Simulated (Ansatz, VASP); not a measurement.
**Two plane-wave programs on MgO**

The input INCAR:

```
SYSTEM = MgO
PREC = Accurate
ENCUT = 520
EDIFF = 1E-7
ISMEAR = 0
SIGMA = 0.05
LREAL = .False.
LASPH = .True.
NELM = 60
ALGO = Normal
ISIF = 2
LWAVE = .False.
LCHARG = .False.
GGA = PE
NBANDS = 16
```

KPOINTS

```
regular mesh
0
Gamma
  9 9 6
  0 0 0
```

File POSCAR:

```
MgO
1.0
    3.5175620096      0.0000000000      0.0000000000
   -1.7587810048      3.0462980597      0.0000000000
    0.0000000000      0.0000000000      3.9087149051
Mg O
2 2
Direct
    0.6666666667      0.3333333333      0.7500000000
    0.3333333333      0.6666666667      0.2500000000
    0.6666666667      0.3333333333      0.2500000000
    0.3333333333      0.6666666667      0.7500000000
```

Input for Ansatz:

```yaml
crystal:
  lattice:
    - [3.5175620096, 0.0, 0.0]
    - [-1.7587810048, 3.0462980597, 0.0]
    - [0.0, 0.0, 3.9087149051]
  atoms:
    - { symbol: Mg, position: [0.6666666667, 0.3333333333, 0.75] }
    - { symbol: Mg, position: [0.3333333333, 0.6666666667, 0.25] }
    - { symbol: O, position: [0.6666666667, 0.3333333333, 0.25] }
    - { symbol: O, position: [0.3333333333, 0.6666666667, 0.75] }
basis:
  ecutwfc: 520.0
kpoints:
  mp_grid: { grid: [9, 9, 6] }
hamiltonian:
  xc: pbe
  pseudopotentials: { kind: paw, azcp: { folder: soft_1 } }
scf:
  occupations: { method: gaussian, width: 0.05 }
output:
  forces: true
  stress: true
  eigenvalues: true
```

Alike in both runs: task single point; functional PBE; k mesh 9 × 9 × 6; occupations gaussian, width 0.05 eV; no spin polarisation.

|  | VASP | Ansatz |
| --- | --- | --- |
| version | VASP 6.6.1 | Ansatz 0.2.0 |
| potentials or method | VASP PAW PBE potentials, release 64 (Mg, O), cutoff 520 eV | scalar-relativistic, plane waves, PAW |
| valence electrons in the cell | 16 | 32 |

Ansatz gave:

| Property | Result |
| --- | --- |
| gap on the k mesh at the Fermi level (eV) | 3.77 |
| least direct gap on the mesh (eV) | 3.77 |
| pressure (GPa) | 14.9 |
| traceless stress, the component that is largest in VASP (GPa) | 15.37 |

Estimate VASP's values.

gap on the k mesh at the Fermi level (eV): 3.75; least direct gap on the mesh (eV): 3.75; pressure (GPa): 14.4; traceless stress, the component that is largest in VASP (GPa): 15.42.

VASP's potentials hold 16 valence electrons a cell and Ansatz's 32, so a difference there can come from the potentials and not from the codes.
